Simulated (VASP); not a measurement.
Here is a VASP 6.6.1 calculation.

File POSCAR:

```
V
1.0
   -1.4935933934      1.4935933934      1.4935933934
    1.4935933934     -1.4935933934      1.4935933934
    1.4935933934      1.4935933934     -1.4935933934
V
1
Direct
    0.0000000000      0.0000000000      0.0000000000
```

INCAR.step1

```
SYSTEM = V
PREC     = Accurate       ! precision mode
ENCUT    = 600            ! plane-wave cutoff, eV
ISMEAR   = 0              ! smearing method
SIGMA    = 0.1            ! smearing width, eV
LREAL    = .False.        ! projectors in reciprocal space
LASPH    = .True.         ! aspherical terms in the spheres
NELM     = 100            ! most SCF steps
GGA      = PE             ! functional
ALGO     = Normal         ! electronic algorithm
EDIFF    = 1E-4           ! SCF threshold, eV
LWAVE    = .True.         ! write WAVECAR
LCHARG   = .False.        ! write CHGCAR
```

File INCAR.step2:

```
SYSTEM = V
PREC     = Accurate       ! precision mode
ENCUT    = 600            ! plane-wave cutoff, eV
EDIFF    = 1E-6           ! SCF threshold, eV
ISMEAR   = 0              ! smearing method
SIGMA    = 0.1            ! smearing width, eV
LREAL    = .False.        ! projectors in reciprocal space
LASPH    = .True.         ! aspherical terms in the spheres
NELM     = 100            ! most SCF steps
ALGO     = Normal         ! electronic algorithm
ISIF     = 3              ! what is computed and relaxed
LWAVE    = .False.        ! write WAVECAR
LCHARG   = .False.        ! write CHGCAR
METAGGA  = R2SCAN         ! meta-GGA
LMIXTAU  = .True.       
IBRION   = 2              ! ionic algorithm
NSW      = 80             ! ionic steps
EDIFFG   = -0.01          ! ionic threshold
ISTART   = 1
```

File KPOINTS:

```
regular mesh
0
Gamma
  20 20 20
  0 0 0
```

Potentials or basis: VASP PAW PBE potentials, release 64 (V_sv).

Run with:

```bash
$ cat potpaw_PBE.64/V_sv/POTCAR > POTCAR
$ cp INCAR.step1 INCAR
$ mpirun -np 1 vasp_std > vasp.out
$ cp INCAR.step2 INCAR
$ mpirun -np 1 vasp_std > vasp.out
```

Q: Predict the band gap on the k mesh.

A: Zero (an odd number of electrons rules out a gap without spin polarisation).

Q: Estimate the relaxed volume.

A: 13.31 Å³/atom.

Final structure:
```yaml
crystal:
  lattice:
    - [-1.49277, 1.49277, 1.49277]
    - [1.49277, -1.49277, 1.49277]
    - [1.49277, 1.49277, -1.49277]
  atoms:
    - { symbol: V, position: [0.00000, 0.00000, 0.00000] }
```

Caveat: the PAW data sets were made with another functional, which shifts forces and pressure a little.
